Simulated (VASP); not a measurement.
# LiMg12 (a cell with a defect) in VASP: further runs, part 2 of 2

VASP 6.6.1. The steps go on from the part before.

### Step 4. Single point, PBE

INCAR reads:

```
SYSTEM = LiMg12
PREC = Accurate
ENCUT = 520
EDIFF = 1E-7
ISMEAR = -1
SIGMA = 0.05
LREAL = .FALSE.
LASPH = .TRUE.
NELM = 60
ALGO = Normal
ISIF = 2
LWAVE = .FALSE.
LCHARG = .FALSE.
GGA = PE
NBANDS = 26
```

KPOINTS reads:

```
Automatic mesh
0
G
  4 3 4
  0 0 0
```

POSCAR reads:

```
LiMg12
1.0
    6.4200000000      0.0000000000      0.0000000000
   -4.8150000000      8.3398250000      0.0000000000
    0.0000000000      0.0000000000      5.2130400000
Mg Li
12 1
Direct
    0.0063359728     -0.0131975191      0.0491993156
    0.2861278042      0.2929346839      0.4755555300
    0.0163936047      0.3101376827     -0.0023234044
    0.1082237431      0.5143448454      0.5095479797
    0.0460448864      0.6725229846      0.0098648773
    0.1638046680      0.9091518107      0.5309744410
    0.5201820932     -0.0054953191     -0.0075612311
    0.6559302653      0.2100177162      0.4802343738
    0.5591045587      0.3412463691     -0.0195409972
    0.7202139820      0.5905303768      0.4938556006
    0.5011406586      0.6384963713     -0.0142053389
    0.5246104797      0.8120623634      0.4732960039
   -0.1077540355      0.0636263950      0.5780538803
```

Potentials or basis: VASP PAW PBE potentials, release 64 (Mg, Li_sv).

On the command line:

```console
$ cat potpaw_PBE.64/Mg/POTCAR potpaw_PBE.64/Li_sv/POTCAR > POTCAR
$ mpirun -np 1 vasp_std > vasp.out
```

OUTCAR:

```text
SYSTEM = LiMg12
   PREC = Accurate
   ENCUT = 520
   EDIFF = 1E-7
   ISMEAR = -1
   LREAL = .FALSE.
   LASPH = .TRUE.
   NELM = 60
   ISIF = 2
   GGA = PE

 ion  position               nearest neighbor table
   1  0.006  0.987  0.049-  13 2.77   6 2.94  13 3.04   3 3.09   6 3.10   5 3.17   7 3.17   7 3.28
                            11 3.32   2 3.40  12 3.48   9 3.50
   2  0.286  0.293  0.476-  13 2.44  10 2.83   8 2.86   4 2.88   9 3.02   9 3.07   3 3.09   3 3.27
                             6 3.38   1 3.40
[... 922 lines left out ...]
 VOLUME and BASIS-vectors are now :
 -----------------------------------------------------------------------------
  energy-cutoff  :      520.00
  volume of cell :      279.11
      direct lattice vectors                 reciprocal lattice vectors
     6.420000000  0.000000000  0.000000000     0.155763240  0.089929945  0.000000000
    -4.815000000  8.339825000  0.000000000     0.000000000  0.119906593  0.000000000
     0.000000000  0.000000000  5.213040000     0.000000000  0.000000000  0.191826650

 POSITION                                       TOTAL-FORCE (eV/Angst)
 -----------------------------------------------------------------------------------
     -4.71078      8.22976      0.25648        -0.001264      0.003313      0.109511
      0.42646      2.44302      2.47909        -0.000740     -0.017272     -0.070977
     -1.38807      2.58649      5.20093        -0.004469      0.011023     -0.015908
     -1.78177      4.28955      2.65629         0.007272      0.009296      0.012620
     -2.94259      5.60872      0.05143        -0.001736     -0.002018      0.013444
     -3.32594      7.58217      2.76799         0.001002     -0.007477      0.063800
     -1.44897      8.29400      5.17362        -0.007510      0.001754     -0.028634
      3.19984      1.75151      2.50348         0.008951     -0.003032     -0.058552
      1.94635      2.84594      5.11117        -0.006573     -0.004495     -0.058066
      1.78037      4.92492      2.57449        -0.004209     -0.012110     -0.025300
      0.14296      5.32495      5.13899         0.002417      0.011712     -0.045084
     -0.54208      6.77246      2.46731         0.003209      0.013682     -0.076107
      5.42186      0.53063      3.01342         0.003650     -0.004376      0.179253
 -----------------------------------------------------------------------------------
    total drift:                                0.000146      0.000069      0.000107

  FREE ENERGIE OF THE ION-ELECTRON SYSTEM (eV)
  ---------------------------------------------------
  free  energy   TOTEN  =       -18.6883101386 eV

  energy  without entropy=      -18.6535292655  energy(sigma->0) =      -18.67091970
```

OSZICAR:

```text
N       E                     dE             d eps       ncg     rms          rms(c)
DAV:   1     0.410601418632E+02    0.41060E+02   -0.83725E+03  1352   0.774E+02
DAV:   2    -0.129091781324E+02   -0.53969E+02   -0.50832E+02  1596   0.119E+02
DAV:   3    -0.188471176302E+02   -0.59379E+01   -0.58151E+01  2312   0.226E+01
DAV:   4    -0.191473332797E+02   -0.30022E+00   -0.29441E+00  1912   0.583E+00
DAV:   5    -0.191531040450E+02   -0.57708E-02   -0.57678E-02  1882   0.887E-01    0.283E+00
DAV:   6    -0.187674692911E+02    0.38563E+00   -0.62063E-01  1596   0.244E+00    0.158E+00
DAV:   7    -0.187058092658E+02    0.61660E-01   -0.20512E-01  1774   0.138E+00    0.765E-01
DAV:   8    -0.186902919449E+02    0.15517E-01   -0.23452E-02  1792   0.600E-01    0.232E-01
DAV:   9    -0.186883793280E+02    0.19126E-02   -0.13578E-03  1688   0.167E-01    0.496E-02
DAV:  10    -0.186883050208E+02    0.74307E-04   -0.25887E-04  1818   0.560E-02    0.114E-02
DAV:  11    -0.186883085241E+02   -0.35033E-05   -0.31981E-05  1806   0.214E-02    0.390E-03
DAV:  12    -0.186883095576E+02   -0.10335E-05   -0.16605E-06  1686   0.509E-03    0.144E-03
DAV:  13    -0.186883101841E+02   -0.62644E-06   -0.28004E-07  1518   0.206E-03    0.337E-04
DAV:  14    -0.186883101386E+02    0.45479E-07   -0.15905E-08   844   0.610E-04
   1 F= -.18688310E+02 E0= -.18670920E+02  d E =-.347809E-01
```

stdout:

```text
POSCAR found type information on POSCAR MgLi
 POSCAR found :  2 types and      13 ions
 scaLAPACK will be used
 LDA part: xc-table for (Slater+PW92), standard interpolation
 POSCAR, INCAR and KPOINTS ok, starting setup
 FFT: planning ... GRIDC
 FFT: planning ... GRID_SOFT
 FFT: planning ... GRID
 WAVECAR not read
 entering main loop
```

Wall time 4.1 min (1 thread of Intel Xeon Platinum 8259CL at 2.50GHz (Skylake/Cascade Lake), shared host); peak memory 0.44 GiB.

Results:

```
Free energy            : -18.6883 eV
Largest force          : 0.179 eV/Å
Band gap on the k mesh : zero (an odd number of electrons rules out a gap without spin polarisation)
```

Forces on the atoms (eV/Å):
```
Mg  -0.001  0.003  0.110
Mg  -0.001 -0.017 -0.071
Mg  -0.004  0.011 -0.016
Mg   0.007  0.009  0.013
Mg  -0.002 -0.002  0.013
Mg   0.001 -0.007  0.064
Mg  -0.008  0.002 -0.029
Mg   0.009 -0.003 -0.059
Mg  -0.007 -0.004 -0.058
Mg  -0.004 -0.012 -0.025
Mg   0.002  0.012 -0.045
Mg   0.003  0.014 -0.076
Li   0.004 -0.004  0.179
```

### Step 5. The runs side by side

```csv
cell,gap on the mesh (eV),largest force (eV/Å)
"as given, atomic positions A",none,0.01
"as given, atomic positions B",none,0.08
"as given, atomic positions C",none,0.18
```

Alike in all rows: task single point; level PBE; potentials or basis VASP PAW PBE potentials, release 64 (Mg, Li_sv); no spin polarisation; k mesh 4 × 3 × 4; cutoff (eV) 520; smearing fermi-dirac 0.05 eV.

Absolute energies hang on the potentials; compare differences alone.
